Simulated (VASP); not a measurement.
Set up this calculation in VASP 6.6.1, as the native input.

* Task: relaxation of cell and atoms
* Functional: PBE
* Potentials or basis: VASP PAW PBE potentials, release 64 (Ho_3, N), 4f in core
* Cutoff: 600 eV
* k mesh: 4 × 4 × 6
* Occupations: gaussian, width 0.2 eV
* Spin: no spin polarisation
* Dipole correction: no
* Further INCAR settings: ALGO = Normal; EDIFF = 1e-07; IBRION = 2; EDIFFG = -0.08; NSW = 36; ISIF = 3

The structure of Ho3N lies in POSCAR:

```
Ho3N
1.0
    5.2501367000      0.0000000000      0.0000000000
    0.0000000000      5.2501367000      0.0000000000
    0.0000000000      0.0000000000      3.0543290700
Ho N
3 1
Direct
    0.0000000000      0.5000000000      0.5000000000
    0.5000000000      0.0000000000      0.5000000000
    0.0000000000      0.0000000000      0.5000000000
    0.5000000000      0.5000000000      0.0000000000
```

The cell was generated, and may not be a known phase.

The input as run:

INCAR

```
SYSTEM = Ho3N
PREC = Accurate
ENCUT = 600
EDIFF = 1E-7
ISMEAR = 0
SIGMA = 0.2
LREAL = .FALSE.
LASPH = .TRUE.
NELM = 200
ALGO = Normal
ISIF = 3
LWAVE = .FALSE.
LCHARG = .FALSE.
GGA = PE
IBRION = 2
NSW = 36
EDIFFG = -0.08
GGA_COMPAT = .FALSE.
NELMIN = 4
LMAXMIX = 6
```

KPOINTS

```
regular mesh
0
G
  4 4 6
  0 0 0
```

Potentials or basis: VASP PAW PBE potentials, release 64 (Ho_3, N), 4f in core.

The run is started by

```console
$ cat potpaw_PBE.64/Ho_3/POTCAR potpaw_PBE.64/N/POTCAR > POTCAR
$ mpirun -np 1 vasp_std > vasp.out
```

It gave:

```
Relaxed volume                        : 24.35 Å³/atom
Relaxed cell                          : a = 5.594 Å, b = 5.594 Å, c = 3.113 Å, α = 90.00°, β = 90.00°, γ = 90.00°
Space group after relaxing (to 0.1 Å) : P4/mmm (No. 123)
Energy gained by relaxing             : 67.8 meV/atom
Ionic steps                           : 5
Pressure after relaxing               : 0.0 GPa
Band gap on the k mesh                : zero (bands 16 and 17 overlap by 1.30 eV)
```

Caveat: the volume moved by over 15 % at a fixed basis, so the end points are rough; spin-orbit coupling is left out, which moves the levels of the heavy elements; the 4f electrons are frozen in the core, so they carry no moment and show no levels; the run has no spin polarisation, though such a crystal can be magnetic.

Wall time 2.3 min on 1 thread of AMD EPYC 9R45 96-Core Processor (Zen 5), on a shared host, peak memory 0.2 GiB.
